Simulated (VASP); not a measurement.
Input of a VASP 6.6.1 run:

The input INCAR:

```
PREC = Accurate ; ENCUT = 520
EDIFF = 1E-8 ; ISMEAR = -1
SIGMA = 0.01 ; LREAL = F
LASPH = T ; NELM = 120
ALGO = Normal ; ISIF = 2
LWAVE = F ; LCHARG = F
GGA = PE ; LEFG = T
NBANDS = 24 ; GGA_COMPAT = F
```

The input KPOINTS:

```
Automatic mesh
0
Gamma
  9 9 5
```

POSCAR

```
TaN
1.0
    3.0500010905      0.0000000000      0.0000000000
   -1.5250005453      2.6413784260      0.0000000000
    0.0000000000      0.0000000000      5.0388000000
Ta N
2 2
Direct
    0.3333333333      0.6666666667      0.0000000000
    0.6666666667      0.3333333333      0.5000000000
    0.3333333333      0.6666666667      0.3850000000
    0.6666666667      0.3333333333      0.8850000000
```

Potentials or basis: VASP PAW PBE potentials, release 64 (Ta_pv, N).

The run is started by

```sh
$ cat potpaw_PBE.64/Ta_pv/POTCAR potpaw_PBE.64/N/POTCAR > POTCAR
$ mpirun -np 1 vasp_std > vasp.out
```

Question: What does it give for the largest force?

Answer: 3.334 eV/Å.

Question: Predict the band gap on the k mesh.

Answer: Zero (band 16 reaches 10.17 eV, above the bottom of band 17 at 7.94 eV).

Question: Predict the pressure.

Answer: 127.5 GPa.

Forces in eV/Å, atoms in the order of the input:
```
Ta   0.000  0.000  3.334
Ta   0.000  0.000  3.334
N    0.000  0.000 -3.334
N    0.000  0.000 -3.334
```

Caveat: the cell differs from its parent crystal (zz strain of +2 %); without QUAD_EFG the Cq values of the log hold for a quadrupole moment of 1 mb, not for the nuclei; spin-orbit coupling is left out, which moves the levels of the heavy elements; forces of over 1 eV/Å act on the atoms, so gaps and moduli don't describe the material at rest.
